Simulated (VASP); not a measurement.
Set up this calculation in VASP 6.6.1, as the native input.

```yaml
Task: G0W0 quasiparticle levels
Functional: PBE
Potentials_or_basis: VASP PAW PBE potentials, release 64 (B_GW, N_GW)
Cutoff: 500 eV
k_mesh: 6 × 6 × 6
Occupations: gaussian, width 0.01 eV
Spin: no spin polarisation
Dipole_correction: no
GW_scheme: G0W0
GW_iterations: 1
Cutoff_of_the_response_function: 150
Frequency_points: 48
Empty_bands: 49
Further_INCAR_settings: ALGO = EVGW0; EDIFF = 1e-08; NBANDS = 53
```

Crystal: BN.

```
B N
1.0
     0.00000    1.80483    1.80483
     1.80483    0.00000    1.80483
     1.80483    1.80483    0.00000
B N
1 1
Direct
  0.00000 0.00000 0.00000
  0.25000 0.25000 0.25000
```

One way to write it, as run:

POSCAR

```
BN
1.0
    0.0000000000      1.8048254650      1.8048254650
    1.8048254650      0.0000000000      1.8048254650
    1.8048254650      1.8048254650      0.0000000000
B N
1 1
Direct
    0.0000000000      0.0000000000      0.0000000000
    0.2500000000      0.2500000000      0.2500000000
```

INCAR.step1

```
SYSTEM = BN
ALGO = Normal
EDIFF = 1E-8
ENCUT = 500
GGA = PE
ISMEAR = 0
LASPH = .TRUE.
LCHARG = .FALSE.
LREAL = .FALSE.
LWAVE = .TRUE.
NELM = 80
PREC = Accurate
SIGMA = 0.01
```

INCAR.step2

```
SYSTEM = BN
ALGO = Exact
EDIFF = 1E-8
ENCUT = 500
GGA = PE
ISMEAR = 0
ISTART = 1
LASPH = .TRUE.
LCHARG = .FALSE.
LOPTICS = .TRUE.
LREAL = .FALSE.
LWAVE = .TRUE.
NBANDS = 53
NELM = 1
PREC = Accurate
SIGMA = 0.01
```

INCAR.step3

```
SYSTEM = BN
ALGO = EVGW0
EDIFF = 1E-8
ENCUT = 500
ENCUTGW = 150.0
GGA = PE
ISMEAR = 0
ISTART = 1
LASPH = .TRUE.
LCHARG = .FALSE.
LREAL = .FALSE.
LWAVE = .FALSE.
NBANDS = 53
NBANDSGW = 12
NELMGW = 1
NOMEGA = 48
PREC = Accurate
PRECFOCK = Fast
SIGMA = 0.01
```

KPOINTS

```
k-points
0
G
  6 6 6
  0 0 0
```

Potentials or basis: VASP PAW PBE potentials, release 64 (B_GW, N_GW).

Run with:

```console
$ cat potpaw_PBE.64/B_GW/POTCAR potpaw_PBE.64/N_GW/POTCAR > POTCAR
$ cp INCAR.step1 INCAR
$ mpirun -np 1 vasp_std > vasp.out
$ cp INCAR.step2 INCAR
$ mpirun -np 1 vasp_std > vasp.out
$ cp INCAR.step3 INCAR
$ mpirun -np 1 vasp_std > vasp.out
```

It gave:

* Quasiparticle gap: 5.95 eV
* Least direct quasiparticle gap: 10.96 eV
* Band gap of the starting levels on the mesh: 4.47 eV
* Least direct gap of the starting levels on the mesh: 8.84 eV

Caveat: the k points lie up to 0.50 Å⁻¹ apart; bands, screening cutoff and mesh are small and nothing is extrapolated, so the quasiparticle values aren't converged.

Run time: 68 s on 1 thread of Intel Xeon 8259CL, with other jobs on the host, peak memory 0.21 GiB.
